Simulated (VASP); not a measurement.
## C: single point with PBEsol+D3(BJ)

C:

```xyz
2
Lattice="1.2599 0.7274 3.3657 -1.2599 0.7274 3.3657 0.0000 -1.4548 3.3657" Properties=species:S:1:pos:R:3 pbc="T T T"
C     0.0000    0.0000    1.6820
C     0.0000    0.0000    8.4150
```

This cell differs from its parent crystal: the cell strained.

```yaml
Program: VASP 6.6.1
Task: single point
Functional: PBEsol
Dispersion: D3(BJ)
Potentials_or_basis: VASP PAW PBE potentials, release 64 (C)
Cutoff: 520 eV
k_mesh: 15 × 15 × 15
Occupations: gaussian, width 0.05 eV
Spin: no spin polarisation
```

```yaml
Pressure: -18.8 GPa
Largest_force: 0.004 eV/Å
Dispersion_energy_per_atom: -0.108 eV
```

Forces in eV/Å, atoms in the order of the input:
```
C    0.000  0.000  0.004
C    0.000  0.000 -0.004
```

Stress tensor (GPa, compression positive):
```
-27.90   0.00   0.00
  0.00 -27.90   0.00
  0.00   0.00  -0.74
```

Run time: 61 s on 1 thread of Intel(R) Xeon(R) Platinum 8488C (Sapphire Rapids), with other jobs on the host, peak memory 0.2 GiB.

Caveat: the cell differs from its parent crystal (the cell strained); the cell stands under tension; the PAW data sets were made with another functional, which shifts forces and pressure a little.
